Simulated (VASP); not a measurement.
Set up this calculation in VASP 6.6.1, as the native input.

- Task: single point
- Functional: PBEsol
- Potentials or basis: VASP PAW PBE potentials, release 64 (Zn)
- Cutoff: 520 eV
- k mesh: 18 × 18 × 18
- Occupations: gaussian, width 0.1 eV
- Spin: no spin polarisation
- Dipole correction: no
- Further INCAR settings: ALGO = Fast; EDIFF = 1e-06; NBANDS = 12

The structure of Zn lies in POSCAR:

```
Zn
1.0
   -1.5809146101      1.5966049801      1.5228916218
    1.5342514497     -1.6631321489      1.5427556302
    1.5246489433      1.6068664821     -1.5894187906
Zn
1
Direct
    0.0000000000      0.0000000000      0.0000000000
```

This cell differs from its parent crystal: the cell strained at random.

One way to write it, as run:

INCAR

```
PREC = Accurate ; ENCUT = 520
EDIFF = 1E-6 ; ISMEAR = 0
SIGMA = 0.1 ; LREAL = F
LASPH = T ; NELM = 80
ALGO = Fast ; ISIF = 2
LWAVE = F ; LCHARG = F
GGA = PS ; NBANDS = 12
```

KPOINTS

```
regular mesh
0
Gamma
  18 18 18
```

Potentials or basis: VASP PAW PBE potentials, release 64 (Zn).

The run is started by

```bash
$ cat potpaw_PBE.64/Zn/POTCAR > POTCAR
$ mpirun -np 1 vasp_std > vasp.out
```

Results of the run:

The pressure is -3.0 GPa and the band gap on the k mesh is zero (band 6 reaches 6.52 eV, above the bottom of band 7 at 1.58 eV).

Caveat: the cell differs from its parent crystal (the cell strained at random); the PAW data sets were made with another functional, which shifts forces and pressure a little.

It took 3.9 min on 1 thread of Intel Xeon 6975P-C, on a shared host, peak memory 0.57 GiB.
